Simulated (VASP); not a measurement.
# Na3Cl2 (P4/m) in VASP: single point with PBE

Aim: the single point of Na3Cl2 with PBE.

All numbers are computed with VASP 6.6.1; they aren't measurements. Logs are shortened: lines on timing, memory, paths and dates and some standing lists are left out, and cuts for length are marked.

### Step 1. The cell of the first run

The structure is tetragonal, space group P4/m (No. 83). Conventional cell: a = 8.229 Å, b = 8.229 Å, c = 3.677 Å, α = 90.00°, β = 90.00°, γ = 90.00°. Na (site symmetry m) has 6 Cl at 2.89 to 3.42 Å and 6 Na at 3.32 to 3.68 Å within 3.8 Å. Na (site symmetry 4/m) has 8 Cl at 3.12 Å and 6 Na at 3.32 to 3.68 Å within 4.1 Å. Na (site symmetry 4/m) has 10 Na at 3.46 to 3.68 Å and 4 Cl at 3.78 Å within 4.5 Å. Cl (site symmetry m) has 9 Na at 2.89 to 3.78 Å and 5 Cl at 3.56 to 3.74 Å within 3.8 Å.

### Step 2. Single point, PBE

File INCAR:

```
PREC     = Accurate       # precision mode
ENCUT    = 520            # plane-wave cutoff, eV
EDIFF    = 1E-6           # SCF threshold, eV
ISMEAR   = 0              # smearing method
SIGMA    = 0.1            # smearing width, eV
LREAL    = False          # projectors in reciprocal space
LASPH    = True           # aspherical terms in the spheres
NELM     = 80             # most SCF steps
ALGO     = Normal         # electronic algorithm
ISIF     = 2              # what is computed and relaxed
LWAVE    = False          # write WAVECAR
LCHARG   = True           # write CHGCAR
GGA      = PE             # functional
LELF     = True           # ELF
LVHAR    = True         
NBANDS   = 46             # bands
```

File KPOINTS:

```
Automatic mesh
0
Gamma
  6 6 10
```

File POSCAR:

```
Na3Cl2
1.0
    8.2288088986      0.0000000000      0.0000000000
    0.0000000000      8.2288088986      0.0000000000
    0.0000000000      0.0000000000      3.6771969815
Na Cl
6 4
Direct
    0.8665670558      0.3300995237      0.5000000000
    0.1334329442      0.6699004763      0.5000000000
    0.6699004763      0.8665670558      0.5000000000
    0.3300995237      0.1334329442      0.5000000000
    0.5000000000      0.5000000000      0.5000000000
    0.0000000000      0.0000000000      0.0000000000
    0.7918870626      0.5910679418      0.0000000000
    0.2081129374      0.4089320582      0.0000000000
    0.4089320582      0.7918870626      0.0000000000
    0.5910679418      0.2081129374      0.0000000000
```

Potentials or basis: VASP PAW PBE potentials, release 64 (Na_pv, Cl).

On the command line:

```sh
$ cat potpaw_PBE.64/Na_pv/POTCAR potpaw_PBE.64/Cl/POTCAR > POTCAR
$ mpirun -np 1 vasp_std > vasp.out
```

OUTCAR:

```text
PREC = Accurate
   ENCUT = 520
   EDIFF = 1E-6
   ISMEAR = 0
   LREAL = False
   LASPH = True
   NELM = 80
   ISIF = 2
   GGA = PE

 ion  position               nearest neighbor table
   1  0.867  0.330  0.500-
   2  0.133  0.670  0.500-
   3  0.670  0.867  0.500-
   4  0.330  0.133  0.500-
   5  0.500  0.500  0.500-
   6  0.000  0.000  0.000-
   7  0.792  0.591  0.000-
   8  0.208  0.409  0.000-
   9  0.409  0.792  0.000-
  10  0.591  0.208  0.000-

  LATTYP: Found a simple tetragonal cell.
 ALAT       =     8.2288088986
 C/A-ratio  =     0.4468686813

  Lattice vectors:

 A1 = (   8.2288088986,   0.0000000000,   0.0000000000)
 A2 = (   0.0000000000,   8.2288088986,   0.0000000000)
 A3 = (   0.0000000000,   0.0000000000,   3.6771969815)

Analysis of symmetry for initial positions (statically):
=====================================================================
 Subroutine PRICEL returns:
 Original cell was already a primitive cell.

 Routine SETGRP: Setting up the symmetry group for a
 simple tetragonal supercell.

 Subroutine GETGRP returns: Found  8 space group operations
 (whereof  8 operations were pure point group operations)
 out of a pool of 16 trial point group operations.

The static configuration has the point symmetry C_4h.

Analysis of symmetry for dynamics (positions and initial velocities):
=====================================================================
 Subroutine PRICEL returns:
 Original cell was already a primitive cell.

 Routine SETGRP: Setting up the symmetry group for a
 simple tetragonal supercell.

 Subroutine GETGRP returns: Found  8 space group operations
 (whereof  8 operations were pure point group operations)
 out of a pool of 16 trial point group operations.

The dynamic configuration has the point symmetry C_4h.

 Subroutine INISYM returns: Found  8 space group operations
 (whereof  8 operations are pure point group operations),
 and found     1 'primitive' translations

----------------------------------------------------------------------------------------

                                     Primitive cell

  volume of cell :     248.9951

  direct lattice vectors                    reciprocal lattice vectors
     8.228808899  0.000000000  0.000000000     0.121524271  0.000000000  0.000000000
     0.000000000  8.228808899  0.000000000     0.000000000  0.121524271  0.000000000
     0.000000000  0.000000000  3.677196981     0.000000000  0.000000000  0.271946269

  length of vectors
     8.228808899  8.228808899  3.677196981     0.121524271  0.121524271  0.271946269

  position of ions in fractional coordinates (direct lattice)
     0.866567056  0.330099524  0.500000000
     0.133432944  0.669900476  0.500000000
     0.669900476  0.866567056  0.500000000
     0.330099524  0.133432944  0.500000000
     0.500000000  0.500000000  0.500000000
     0.000000000  0.000000000  0.000000000
     0.791887063  0.591067942  0.000000000
     0.208112937  0.408932058  0.000000000
     0.408932058  0.791887063  0.000000000
     0.591067942  0.208112937  0.000000000

  ion indices of the primitive-cell ions
   primitive index   ion index
                 1           1
                 2           2
                 3           3
                 4           4
                 5           5
                 6           6
                 7           7
                 8           8
                 9           9
                10          10

----------------------------------------------------------------------------------------

 KPOINTS: Automatic mesh

Automatic generation of k-mesh.
 Grid dimensions read from file:
 generate k-points for:    6    6   10

 Generating k-lattice:

  Cartesian coordinates                     Fractional coordinates (reciprocal lattice)
     0.020254045  0.000000000  0.000000000     0.166666667  0.000000000  0.000000000
     0.000000000  0.020254045  0.000000000     0.000000000  0.166666667  0.000000000
     0.000000000  0.000000000  0.027194627     0.000000000  0.000000000  0.100000000

  Length of vectors
     0.020254045  0.020254045  0.027194627

  Shift w.r.t. Gamma in fractional coordinates (k-lattice)
     0.000000000  0.000000000  0.000000000

 Subroutine IBZKPT returns following result:
 ===========================================

 Found     66 irreducible k-points:

 Following reciprocal coordinates:
            Coordinates               Weight
  0.000000  0.000000  0.000000      1.000000
  0.166667  0.000000  0.000000      4.000000
  0.333333  0.000000  0.000000      4.000000
  0.500000  0.000000  0.000000      2.000000
  0.166667  0.166667  0.000000      4.000000
  0.333333  0.166667  0.000000      4.000000
[... 16 lines left out ...]
  0.000000  0.000000  0.200000      2.000000
  0.166667  0.000000  0.200000      8.000000
 [... further k-points ...]
   k-points           NKPTS =     66   k-points in BZ     NKDIM =     66   number of bands    NBANDS=     46
   number of dos      NEDOS =    301   number of ions     NIONS =     10
   total plane-waves  NPLWV = 114688
   dimension x,y,z NGX =    64 NGY =   64 NGZ =   28
   dimension x,y,z NGXF=   128 NGYF=  128 NGZF=   56
   ions per type =               6   4
   NGX,Y,Z   is equivalent  to a cutoff of  12.93, 12.93, 12.66 a.u.
   NGXF,Y,Z  is equivalent  to a cutoff of  25.86, 25.86, 25.32 a.u.
 SYSTEM =  unknown system
   PREC   = accura    normal or accurate (medium, high low for compatibility)
   ISTART =      0    job   : 0-new  1-cont  2-samecut
   ICHARG =      2    charge: 1-file 2-atom 10-const
   ISPIN  =      1    spin polarized calculation?
   LNONCOLLINEAR =      F non collinear calculations
   LSORBIT =      F    spin-orbit coupling
   LASPH  =      T    aspherical Exc in radial PAW
   ENCUT  =  520.0 eV  38.22 Ry    6.18 a.u.  15.30 15.30  6.84*2*pi/ulx,y,z
   NELM   =     80;   NELMIN=  2; NELMDL= -5     # of ELM steps
   EDIFF  = 0.1E-05   stopping-criterion for ELM
   LREAL  =      F    real-space projection
   EDIFFG = 0.1E-04   stopping-criterion for IOM
   NSW    =      0    number of steps for IOM
   IBRION =     -1    ionic relax: 0-MD 1-quasi-New 2-CG
   NFREE  =      0    steps in history (QN), initial steepest desc. (CG)
   ISIF   =      2    stress and relaxation
   ISYM   =      2    0-nonsym 1-usesym 2-fastsym
   POTIM  = 0.5000    time-step for ionic-motion
   TEBEG  =    0.0;   TEEND  =   0.0 temperature during run
   PSTRESS=    0.0 pullay stress
   NELECT =      70.0000    total number of electrons
   NUPDOWN=      -1.0000    fix difference up-down
   EMIN   =  10.00;   EMAX   =-10.00  energy-range for DOS
   EFERMI =   0.00;   METHOD = LEGACY
   ISMEAR =     0;   SIGMA  =   0.10  broadening in eV -4-tet -1-fermi 0-gaus
   EFERMI_NEDOS =   21; number of points for ismear=-14 and -15
   IALGO  =     38    algorithm
   IMIX   =      4    mixing-type and parameters
     AMIX     =   0.40;   BMIX     =  1.00
     AMIX_MAG =   1.60;   BMIX_MAG =  1.00
  volume/ion in A,a.u.               =      24.90       168.03
  Fermi-wavevector in a.u.,A,eV,Ry     =   1.072450  2.026637 15.648740  1.150150
  Thomas-Fermi vector in A             =   2.208221
   LORBIT       =      0    0 simple, 1 ext, 2 COOP (PROOUT), +10 PAW based schemes
   GGA     = PE    functional components
   LHFCALC =     F    Hartree Fock is set to
   AEXX    =    0.0000 exact exchange contribution
   IVDW    =     0    specifies the selected vdW correction
   LEPSILON=     F    determine dielectric tensor
   LRPA    =     F    only Hartree local field effects (RPA)
 non-spin polarized calculation
 Gauss-broadening in eV      SIGMA  =   0.10
  energy-cutoff  :      520.00
  volume of cell :      249.00
 maximum number of plane-waves:      6752
 NGX is ok and might be reduce to    64
   NGX = 31   NGY = 31   NGZ = 13

 number of electron      70.0000053 magnetization

 Free energy of the ion-electron system (eV)
  ---------------------------------------------------
  ext. energy  EPLUGINS =         0.00000000
  ---------------------------------------------------
  free energy    TOTEN  =       -27.54739727 eV

  energy without entropy =      -27.53892280  energy(sigma->0) =      -27.54316003

 E-fermi :   3.2432     XC(G=0):  -7.7987

 val. band max:        3.2243788787   @ k =   0.5000   0.1667   0.1000
 cond. band min:       3.2506559075   @ k =   0.5000   0.3333   0.5000
 fundamental gap:      0.0262770288
 Fermi energy:         3.2431505895

 k-point     1 :       0.0000    0.0000    0.0000
  band No.  band energies     occupation
      1     -23.0472      2.00000
      2     -23.0472      2.00000
      3     -23.0096      2.00000
      4     -22.7141      2.00000
      5     -22.7106      2.00000
      6     -22.7064      2.00000
[... 38 lines left out ...]
     45       7.9072      0.00000
     46       8.2332      0.00000

 k-point     2 :       0.1667    0.0000    0.0000
  band No.  band energies     occupation
      1     -23.0472      2.00000
      2     -23.0472      2.00000
      3     -23.0096      2.00000
      4     -22.7138      2.00000
      5     -22.7109      2.00000
      6     -22.7066      2.00000
[... 38 lines left out ...]
     45       7.9179      0.00000
     46       8.3424      0.00000

 k-point     3 :       0.3333    0.0000    0.0000
  band No.  band energies     occupation
      1     -23.0472      2.00000
      2     -23.0472      2.00000
      3     -23.0096      2.00000
      4     -22.7132      2.00000
      5     -22.7116      2.00000
      6     -22.7070      2.00000
[... 38 lines left out ...]
     45       8.0610      0.00000
     46       8.5095      0.00000

 k-point     4 :       0.5000    0.0000    0.0000
  band No.  band energies     occupation
      1     -23.0472      2.00000
      2     -23.0472      2.00000
      3     -23.0096      2.00000
      4     -22.7127      2.00000
      5     -22.7121      2.00000
      6     -22.7073      2.00000
[... 920 lines left out ...]
     45       8.3105      0.00000
     46       8.5223      0.00000

 k-point    23 :       0.0000    0.0000    0.2000
  band No.  band energies     occupation
      1     -23.0461      2.00000
      2     -23.0461      2.00000
      3     -23.0171      2.00000
      4     -22.7129      2.00000
      5     -22.7097      2.00000
      6     -22.7054      2.00000
[... 38 lines left out ...]
     45       8.0007      0.00000
     46       8.0627      0.00000

 k-point    24 :       0.1667    0.0000    0.2000
  band No.  band energies     occupation
      1     -23.0461      2.00000
      2     -23.0461      2.00000
      3     -23.0171      2.00000
      4     -22.7127      2.00000
      5     -22.7100      2.00000
      6     -22.7056      2.00000
[... 38 lines left out ...]
     45       7.7760      0.00000
     46       7.9342      0.00000

 [... further k-points ...]
[... 5 lines left out ...]
  --------------------------------------------------------------------------------------
  -------------------------------------------------------------------------------------
  Total        0.0096229      0.0096229     -0.0782068     -0.0000000     -0.0000000      0.0000000
  in kB        0.0619194      0.0619194     -0.5032277     -0.0000003     -0.0000000      0.0000000
  external PRESSURE =      -0.1264630 kB  Pullay stress =       0.0000000 kB

 VOLUME and BASIS-vectors are now :
 -----------------------------------------------------------------------------
  energy-cutoff  :      520.00
  volume of cell :      249.00
      direct lattice vectors                 reciprocal lattice vectors
     8.228808899  0.000000000  0.000000000     0.121524271  0.000000000  0.000000000
     0.000000000  8.228808899  0.000000000     0.000000000  0.121524271  0.000000000
     0.000000000  0.000000000  3.677196981     0.000000000  0.000000000  0.271946269

 POSITION                                       TOTAL-FORCE (eV/Angst)
 -----------------------------------------------------------------------------------
      7.13081      2.71633      1.83860        -0.001484     -0.000491     -0.000000
      1.09799      5.51248      1.83860         0.001484      0.000491      0.000000
      5.51248      7.13081      1.83860         0.000491     -0.001484      0.000000
      2.71633      1.09799      1.83860        -0.000491      0.001484     -0.000000
      4.11440      4.11440      1.83860         0.000000     -0.000000      0.000000
      0.00000      0.00000      0.00000         0.000000     -0.000000      0.000000
      6.51629      4.86379      0.00000         0.007077      0.006170      0.000000
      1.71252      3.36502      0.00000        -0.007077     -0.006170     -0.000000
      3.36502      6.51629      0.00000        -0.006170      0.007077     -0.000000
      4.86379      1.71252      0.00000         0.006170     -0.007077      0.000000
 -----------------------------------------------------------------------------------
    total drift:                               -0.000000      0.000000     -0.000000

  FREE ENERGIE OF THE ION-ELECTRON SYSTEM (eV)
  ---------------------------------------------------
  free  energy   TOTEN  =       -27.5473972689 eV

  energy  without entropy=      -27.5389227953  energy(sigma->0) =      -27.54316003
```

Run time: 6.4 min. Hardware: 1 thread of Intel Xeon Platinum 8488C (Sapphire Rapids), shared host; peak memory 0.64 GiB.

Results:

```yaml
Free_energy: -27.5474 eV
Pressure: 0.0 GPa
Largest_force: 0.009 eV/Å
Band_gap_on_the_k_mesh: zero (bands 35 and 36 overlap by 0.41 eV)
```

Forces in eV/Å, atoms in the order of the input:
```
Na  -0.001  0.000  0.000
Na   0.001  0.000  0.000
Na   0.000 -0.001  0.000
Na   0.000  0.001  0.000
Na   0.000  0.000  0.000
Na   0.000  0.000  0.000
Cl   0.007  0.006  0.000
Cl  -0.007 -0.006  0.000
Cl  -0.006  0.007  0.000
Cl   0.006 -0.007  0.000
```

Levels at points of the mesh, in eV from the Fermi level:
```
           k point  band 32  band 33  band 34  band 35  band 36  band 37  band 38  band 39
(0.00, 0.00, 0.00)    -4.35    -4.35    -4.31    -2.16     0.61     0.61     1.06     2.19
(0.50, 0.00, 0.00)    -4.43    -4.35    -4.26    -1.73    -0.29     0.67     1.71     2.16
(0.50, 0.50, 0.00)    -4.43    -4.43    -4.22    -1.60     0.18     0.18     1.32     1.44
(0.00, 0.00, 0.50)    -4.65    -4.45    -4.45     0.12     0.81     1.99     1.99     2.12
(0.50, 0.00, 0.50)    -4.75    -4.43    -4.34     0.10     1.21     1.39     2.26     2.32
(0.50, 0.50, 0.50)    -4.84    -4.44    -4.29    -0.02     1.36     2.15     2.15     2.23
```
